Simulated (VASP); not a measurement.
Here is a VASP 6.6.1 calculation.

File INCAR:

```
  PREC = Accurate
  ENCUT = 520
  EDIFF = 1E-7
  ISMEAR = 1
  SIGMA = 0.0138
  LREAL = False
  LASPH = True
  NELM = 60
  ALGO = Normal
  ISIF = 2
  LWAVE = False
  LCHARG = False
  GGA = PE
  IBRION = 2
  NSW = 100
  EDIFFG = -0.01
```

The input KPOINTS:

```
Automatic mesh
0
Gamma
  10 10 10
```

POSCAR

```
MgO
1.0
    0.0000000000      2.1417602800      2.1417602800
    2.1417602800      0.0000000000      2.1417602800
    2.1417602800      2.1417602800      0.0000000000
Mg O
1 1
Direct
    0.0000000000      0.0000000000      0.0000000000
    0.5000000000      0.5000000000      0.5000000000
```

Potentials or basis: VASP PAW PBE potentials, release 64 (Mg, O).

Run with:

```bash
$ cat potpaw_PBE.64/Mg/POTCAR potpaw_PBE.64/O/POTCAR > POTCAR
$ mpirun -np 1 vasp_std > vasp.out
```

Q: Predict the band gap on the k mesh.

A: 4.25 eV, direct.

Final structure:
```
CELL_PARAMETERS angstrom
0.00000 2.14176 2.14176
2.14176 0.00000 2.14176
2.14176 2.14176 0.00000
ATOMIC_POSITIONS crystal
Mg 0.00000 0.00000 0.00000
O 0.50000 0.50000 0.50000
```

Caveat: the relaxation stopped at its first step, so nothing moved. Expect the measured gap to be larger: semilocal functionals such as PBE lack the derivative discontinuity.
